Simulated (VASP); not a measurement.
Runs of VASP 6.6.1 on ScGa3N2. The structure is that of space group P6/mmm (No. 191), or close to it. The cells are those of the table. 

```csv
task,cell,k mesh,cutoff (eV),gap on the mesh (eV),pressure (GPa),relaxed volume (Å³/atom)
single point,"a = 5.192, b = 5.192, c = 4.045 Å, angles 90.0, 90.0, 120.0°, 6 atoms",6 × 6 × 4,520,none,-12.8,-
relaxation of cell and atoms,"relaxed from a = 5.311, b = 5.311, c = 3.296 Å, angles 90.0, 90.0, 120.0°, 6 atoms",6 × 6 × 6,600,none,0.2,(a)
single point,"a = 5.426, b = 5.426, c = 3.195 Å, angles 90.0, 90.0, 120.0°, 6 atoms",12 × 12 × 12,520,none,0.3,-
relaxation of cell and atoms,"relaxed from a = 5.192, b = 5.192, c = 4.045 Å, angles 90.0, 90.0, 120.0°, 6 atoms",6 × 6 × 4,600,none,0.0,13.46
single point,"a = 5.421, b = 5.421, c = 3.190 Å, angles 90.0, 90.0, 120.0°, 6 atoms",6 × 6 × 6,520,none,0.7,-
single point,"a = 5.311, b = 5.311, c = 3.296 Å, angles 90.0, 90.0, 120.0°, 6 atoms",6 × 6 × 4,520,none,0.3,-
```

Alike in all rows: level PBE; potentials or basis VASP PAW PBE potentials, release 64 (Sc_sv, Ga_d, N); no spin polarisation; smearing gaussian 0.1 eV.

Problem. Estimate the missing entries.

Solution. (a) 13.59.

Caveats: some runs use coarse meshes.

A k mesh can miss the band edges, and the runs leave out spin-orbit coupling on Ga.

A gap of «none» marks levels without a gap at the run's occupations.
